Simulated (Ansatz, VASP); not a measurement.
## KI: VASP beside Ansatz

Contents of POSCAR:

```
KI
1.0
    3.5327750000      3.5327750000      0.0000000000
   -3.5327750000      3.5327750000      0.0000000000
    0.0000000000      3.5327750000      3.5327750000
K I
1 1
Direct
    0.0000000000      0.0000000000      0.0000000000
    0.5000000000      0.5000000000      0.0000000000
```

File INCAR.step1:

```
SYSTEM = KI
PREC = Accurate
ENCUT = 600
ISMEAR = -1
SIGMA = 0.1
LREAL = .False.
LASPH = .True.
NELM = 80
GGA = PE
ALGO = Normal
EDIFF = 1E-4
LWAVE = .True.
LCHARG = .False.
```

INCAR.step2

```
SYSTEM = KI
PREC = Accurate
ENCUT = 600
EDIFF = 1E-6
ISMEAR = -1
SIGMA = 0.1
LREAL = .False.
LASPH = .True.
NELM = 80
ALGO = Normal
ISIF = 3
LWAVE = .False.
LCHARG = .False.
METAGGA = R2SCAN
LMIXTAU = .True.
IBRION = 2
NSW = 100
EDIFFG = -0.002
ISTART = 1
```

The input KPOINTS:

```
regular mesh
0
Gamma
  10 10 10
  0 0 0
```

Input for Ansatz:

```yaml
crystal:
  lattice:
    - [3.532775, 3.532775, 0.0]
    - [-3.532775, 3.532775, 0.0]
    - [0.0, 3.532775, 3.532775]
  atoms:
    - { symbol: K, position: [0.0, 0.0, 0.0] }
    - { symbol: I, position: [0.5, 0.5, 0.0] }
kpoints:
  mp_grid: { grid: [10, 10, 10] }
scf:
  occupations: { method: fermi_dirac, width: 0.1 }
hamiltonian:
  xc: r2scan
  pseudopotentials: { kind: paw }
relax:
  f_tol: 0.002
  max_steps: 80
  cell: {}
output:
  forces: true
  stress: true
```

Alike in both runs: task relaxation of cell and atoms; functional r2SCAN; k mesh 10 × 10 × 10; occupations fermi-dirac, width 0.1 eV; no spin polarisation.

```csv
,VASP,Ansatz
version,VASP 6.6.1,Ansatz 0.2.0
potentials or method,"VASP PAW PBE potentials, release 64 (K_sv, I)","PAW with Ansatz's default frozen-core files, scalar-relativistic"
plane-wave cutoff (eV),600,500
valence electrons in the cell,16,26
```

Ansatz gave:

- relaxed volume (Å³/atom): 44.59
- relaxed cell length with the largest relative difference (Å): 5.015

Which values does VASP return?

Relaxed volume (Å³/atom): 44.67; relaxed cell length with the largest relative difference (Å): 5.018.

VASP's potentials were made for PBE, not for r2SCAN. VASP's potentials hold 16 valence electrons a cell and Ansatz's 26, so a difference there can come from the potentials and not from the codes.

Neither program's run includes spin-orbit coupling.
